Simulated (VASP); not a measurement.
A run of VASP 6.6.1 is set up as follows.

POSCAR

```
BN
1.0
    2.5439665232      0.0000000000      0.0000000000
   -1.2719832616      2.2031396355      0.0000000000
    0.0000000000      0.0000000000      4.2077449317
B N
2 2
Direct
    0.6666666667      0.3333333333      0.9997995909
    0.3333333333      0.6666666667      0.4997995909
    0.7307419243      0.4614838486      0.6493056783
    0.3974085910      0.7948171819      0.1493056783
```

The input INCAR.step1:

```
PREC     = Accurate       # precision mode
ENCUT    = 520            # plane-wave cutoff, eV
ISMEAR   = 0              # smearing method
SIGMA    = 0.05           # smearing width, eV
LREAL    = F              # projectors in reciprocal space
LASPH    = T              # aspherical terms in the spheres
NELM     = 100            # most SCF steps
NBANDS   = 16             # bands
GGA      = PE             # functional
ALGO     = Normal         # electronic algorithm
EDIFF    = 1E-4           # SCF threshold, eV
LWAVE    = T              # write WAVECAR
LCHARG   = F              # write CHGCAR
```

The input INCAR.step2:

```
PREC     = Accurate       # precision mode
ENCUT    = 520            # plane-wave cutoff, eV
EDIFF    = 1E-7           # SCF threshold, eV
ISMEAR   = 0              # smearing method
SIGMA    = 0.05           # smearing width, eV
LREAL    = F              # projectors in reciprocal space
LASPH    = T              # aspherical terms in the spheres
NELM     = 100            # most SCF steps
ALGO     = Normal         # electronic algorithm
ISIF     = 2              # what is computed and relaxed
LWAVE    = F              # write WAVECAR
LCHARG   = F              # write CHGCAR
METAGGA  = R2SCAN         # meta-GGA
LMIXTAU  = T            
NBANDS   = 16             # bands
ISTART   = 1
```

File KPOINTS:

```
regular mesh
0
Gamma
  12 12 6
```

Potentials or basis: VASP PAW PBE potentials, release 64 (B, N).

The run is started by

```console
$ cat potpaw_PBE.64/B/POTCAR potpaw_PBE.64/N/POTCAR > POTCAR
$ cp INCAR.step1 INCAR
$ mpirun -np 1 vasp_std > vasp.out
$ cp INCAR.step2 INCAR
$ mpirun -np 1 vasp_std > vasp.out
```

Problem. Estimate the band gap on the k mesh.

Solution. 3.03 eV (least direct gap 6.37 eV).

Problem. Estimate the largest force.

Solution. 7.671 eV/Å.

Forces in eV/Å, atoms in the order of the input:
```
B    0.000  7.525 -0.186
B    0.000  3.146  1.070
N    0.000 -3.004 -1.138
N    0.000 -7.667  0.254
```

Caveat: the cell differs from its parent crystal (all N atoms moved -0.300 Å, as atom 3 towards its neighbour atom 2 (B) at 1.561 Å); the PAW data sets were made with another functional, which shifts forces and pressure a little. A k mesh can miss the band edges.
